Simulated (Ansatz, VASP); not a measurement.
**MgO: VASP beside Ansatz**

Contents of INCAR:

```
SYSTEM = MgO
PREC = Accurate ; ENCUT = 520
EDIFF = 1E-6 ; ISMEAR = -1
SIGMA = 0.02 ; LREAL = .FALSE.
LASPH = .TRUE. ; NELM = 80
ALGO = Normal ; ISIF = 2
LWAVE = .FALSE. ; LCHARG = .TRUE.
GGA = PE ; LELF = .TRUE.
LVHAR = .TRUE. ; NBANDS = 11
```

KPOINTS

```
regular mesh
0
G
  10 10 10
  0 0 0
```

File POSCAR:

```
MgO
1.0
    0.0000000000      2.3732858892      2.1323010193
    2.3732858892      0.0000000000      2.1323010193
    2.3732858892      2.3732858892      0.0000000000
Mg O
1 1
Direct
    0.0000000000      0.0000000000      0.0000000000
    0.2500000000      0.2500000000      0.2500000000
```

Input for Ansatz:

```yaml
crystal:
  lattice:
    - [0.0, 2.3732858892, 2.1323010193]
    - [2.3732858892, 0.0, 2.1323010193]
    - [2.3732858892, 2.3732858892, 0.0]
  atoms:
    - { symbol: Mg, position: [0.0, 0.0, 0.0] }
    - { symbol: O, position: [0.25, 0.25, 0.25] }
kpoints:
  mp_grid: { grid: [10, 10, 10] }
  band_path:
    path:
      - [0.0, 0.0, 0.0]
      - [-0.5, -0.5, 0.0]
      - [-0.375, -0.375, 0.25]
      - [-0.375, 0.0, 0.375]
      - [0.0, 0.0, 0.5]
      - [-0.5, -0.25, 0.25]
    npoints: 1
hamiltonian:
  xc: pbe
scf:
  occupations: { method: fermi_dirac, width: 0.02 }
  n_extra_bands: 4
output:
  forces: true
  stress: true
  eigenvalues: true
```

Change from the starting cell: epitaxial_xy strain +4.0%.

Alike in both runs: task single point; functional PBE; k mesh 10 × 10 × 10; occupations fermi-dirac, width 0.02 eV; no spin polarisation.

```csv
,VASP,Ansatz
version,VASP 6.6.1,Ansatz 0.2.0
potentials or method,"VASP PAW PBE potentials, release 64 (Mg, O)","plane waves, PAW"
plane-wave cutoff (eV),520,420
valence electrons in the cell,8,16
```

|  | VASP | Ansatz | Ansatz less VASP |
| --- | --- | --- | --- |
| gap on the k mesh at the Fermi level (eV) | 3.43 | 3.45 | +0.017 |
| pressure (GPa) | 1.4 | 1.8 | +0.39 |
| traceless stress, the component that is largest in VASP (GPa) | 1.61 | 1.58 | -0.034 |

VASP's potentials hold 8 valence electrons a cell and Ansatz's 16, so a difference there can come from the potentials and not from the codes.
